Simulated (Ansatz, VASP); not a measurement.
# Re in VASP and in Ansatz

The input INCAR:

```
SYSTEM = Re
ALGO = Normal
EDIFF = 1E-8
ENCUT = 520
GGA = PE
ISIF = 2
ISMEAR = -1
LASPH = .True.
LCHARG = .False.
LEFG = .True.
LREAL = .False.
LWAVE = .False.
NBANDS = 10
NELM = 60
PREC = Accurate
SIGMA = 0.03
```

File KPOINTS:

```
k-points
0
Gamma
  14 14 14
  0 0 0
```

Contents of POSCAR:

```
Re
1.0
   -0.0197500000      1.9651250000      1.9651250000
    1.9651250000     -0.0197500000      1.9651250000
    1.9651250000      1.9651250000     -0.0197500000
Re
1
Direct
    0.0000000000      0.0000000000      0.0000000000
```

Input for Ansatz:

```yaml
crystal:
  lattice:
    - [-0.01975, 1.965125, 1.965125]
    - [1.965125, -0.01975, 1.965125]
    - [1.965125, 1.965125, -0.01975]
  atoms:
    - { symbol: Re, position: [0.0, 0.0, 0.0] }
kpoints:
  mp_grid: { grid: [14, 14, 14] }
scf:
  occupations: { method: fermi_dirac, width: 0.03 }
hamiltonian:
  xc: pbe
  pseudopotentials: { kind: paw }
output:
  forces: true
  stress: true
  eigenvalues: true
  efg: { contact_densities: true }
```

Change from the starting cell: equal xy, yz and zx shear strains of -1 %, PAW files.

Alike in both runs: task electric field gradients; functional PBE; k mesh 14 × 14 × 14; occupations fermi-dirac, width 0.03 eV; no spin polarisation.

|  | VASP | Ansatz |
| --- | --- | --- |
| version | VASP 6.6.1 | Ansatz 0.2.0 |
| potentials or method | VASP PAW PBE potentials, release 64 (Re) | PAW with Ansatz's default frozen-core files, scalar-relativistic |
| plane-wave cutoff (eV) | 520 | 420 |
| valence electrons in the cell | 7 | 15 |

Ansatz gave:

```
pressure (GPa)                                                : -9.0
traceless stress, the component that is largest in VASP (GPa) : 1.33
size of Vzz on the site where it differs most (V/Å²)          : 29.8
```

What did VASP give for the same quantities?

Pressure (GPa): -9.7; traceless stress, the component that is largest in VASP (GPa): 1.33; size of Vzz on the site where it differs most (V/Å²): 33.9.

With one functional, cell and mesh, what is left measures potentials, basis and numerics. VASP's potentials hold 7 valence electrons a cell and Ansatz's 15, so a difference there can come from the potentials and not from the codes.

Neither program's run includes spin-orbit coupling.
